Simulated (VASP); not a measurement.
The system is Ga.

```
Ga
1.0
     2.58112    0.00000    0.00000
    -1.29056    2.23532    0.00000
     0.00000    0.00000    4.18142
Ga
2
Direct
  0.33333 0.66667 0.25000
  0.66667 0.33333 0.75000
```

This isn't the form of Ga at room conditions, which is orthorhombic.

| Property | Result |
| --- | --- |
| Program | VASP 6.6.1 |
| Task | relaxation of cell and atoms |
| Functional | PBE |
| Potentials or basis | VASP PAW PBE potentials, release 64 (Ga_d) |
| Cutoff | 600 eV |
| k mesh | 18 × 18 × 10 |
| Occupations | fermi-dirac, width 0.05 eV |
| Spin | no spin polarisation |

At the start: pressure 67.4 GPa; volume 12.06 Å³/atom.

**Question.** How do energy, volume and symmetry change on relaxing?

**Answer.** Over 9 steps the energy falls by 941.5 meV/atom and the volume is 19.03 Å³/atom (+57.8 %); space group P6_3/mmc (No. 194, to 0.1 Å) before and after.

The path:
| step | energy change (eV) | largest force (eV/Å) | pressure (GPa) | volume (Å³) |
| --- | --- | --- | --- | --- |
| 1 | 0.0000 | 0.0000 | 67.36 | 24.13 |
| 2 | -1.6885 | 0.0000 | -6.07 | 46.52 |
| 3 | -1.8786 | 0.0000 | 1.31 | 37.08 |
| 4 | -1.8823 | 0.0000 | -0.39 | 38.37 |
| 5 | -1.8826 | 0.0000 | 0.15 | 38.04 |
| 6 | -1.8828 | 0.0000 | 0.09 | 38.04 |
| 7 | -1.8830 | 0.0000 | 0.06 | 38.06 |
| 8 | -1.8830 | 0.0000 | 0.04 | 38.06 |
| 9 | -1.8830 | 0.0000 | -0.01 | 38.06 |

Final structure:
```xyz
2
Lattice="3.0077 0.0000 0.0000 -1.5038 2.6047 0.0000 0.0000 0.0000 4.8583" Properties=species:S:1:pos:R:3 pbc="T T T"
Ga    0.0000    1.7365    1.2146
Ga    1.5038    0.8682    3.6437
```

Caveat: the volume moved by over 15 % at a fixed basis, so the end points are rough.
